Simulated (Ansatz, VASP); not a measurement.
Two plane-wave programs on WSe2

Contents of INCAR:

```
SYSTEM = WSe2
  PREC = Accurate
  ENCUT = 520
  EDIFF = 1E-7
  ISMEAR = 0
  SIGMA = 0.05
  LREAL = .FALSE.
  LASPH = .TRUE.
  NELM = 80
  ALGO = Normal
  ISIF = 2
  LWAVE = .FALSE.
  LCHARG = .FALSE.
  GGA = PE
  NBANDS = 49
```

The input KPOINTS:

```
regular mesh
0
G
  12 12 1
  0 0 0
```

Contents of POSCAR:

```
WSe2
1.0
    3.3206078107      0.0498091171      0.0000000000
   -1.6171679445      2.8508261615      0.0000000000
    0.0000000000      0.0000000000     31.0209653925
W Se
3 6
Direct
    0.6666666667      0.3333333333      0.0000000000
    0.3333333333      0.6666666667      0.7543470704
    0.3333333333      0.6666666667      0.2456529296
    0.3333333333      0.6666666667      0.0541018954
    0.6666666667      0.3333333333      0.8084497294
    0.6666666667      0.3333333333      0.2997487775
    0.3333333333      0.6666666667      0.9458981046
    0.6666666667      0.3333333333      0.7002512225
    0.6666666667      0.3333333333      0.1915502706
```

Input for Ansatz:

```yaml
crystal:
  lattice:
    - [3.3206078107, 0.0498091171, 0.0]
    - [-1.6171679445, 2.8508261615, 0.0]
    - [0.0, 0.0, 31.0209653925]
  atoms:
    - { symbol: W, position: [0.6666666667, 0.3333333333, 0.0] }
    - { symbol: W, position: [0.3333333333, 0.6666666667, 0.7543470704] }
    - { symbol: W, position: [0.3333333333, 0.6666666667, 0.2456529296] }
    - { symbol: Se, position: [0.3333333333, 0.6666666667, 0.0541018954] }
    - { symbol: Se, position: [0.6666666667, 0.3333333333, 0.8084497294] }
    - { symbol: Se, position: [0.6666666667, 0.3333333333, 0.2997487775] }
    - { symbol: Se, position: [0.3333333333, 0.6666666667, 0.9458981046] }
    - { symbol: Se, position: [0.6666666667, 0.3333333333, 0.7002512225] }
    - { symbol: Se, position: [0.6666666667, 0.3333333333, 0.1915502706] }
basis:
  ecutwfc: 420
kpoints:
  mp_grid: { grid: [12, 12, 1] }
hamiltonian:
  xc: pbe
scf:
  occupations: { method: gaussian, width: 0.05 }
output:
  forces: true
  stress: true
  eigenvalues: true
  write_density: true
  write_potential: true
  elf: true
  volumetric_format: npy
```

Change from the starting cell: strain +0.0300 x Voigt [0, 0, 0, 0, 0, 1], atoms carried along.

Alike in both runs: task single point; functional PBE; k mesh 12 × 12 × 1; occupations gaussian, width 0.05 eV; no spin polarisation.

|  | VASP | Ansatz |
| --- | --- | --- |
| version | VASP 6.6.1 | Ansatz 0.2.0 |
| potentials or method | VASP PAW PBE potentials, release 64 (W_sv, Se), cutoff 520 eV | scalar-relativistic, plane waves, PAW |
| valence electrons in the cell | 78 | 138 |

Ansatz gave:

```
gap on the k mesh at the Fermi level (eV) : 1.53
least direct gap on the mesh (eV)         : 1.53
rms of the force components (eV/Å)        : 0.083
```

**Question.** What did VASP give for the same quantities?

**Answer.** gap on the k mesh at the Fermi level (eV): 1.53; least direct gap on the mesh (eV): 1.53; rms of the force components (eV/Å): 0.087.

Atom by atom the forces differ by 0.021 eV/Å (rms over components). VASP's potentials hold 78 valence electrons a cell and Ansatz's 138, so a difference there can come from the potentials and not from the codes. Ansatz's warnings: xc potential rough in thin density.

Spin-orbit coupling is off throughout.
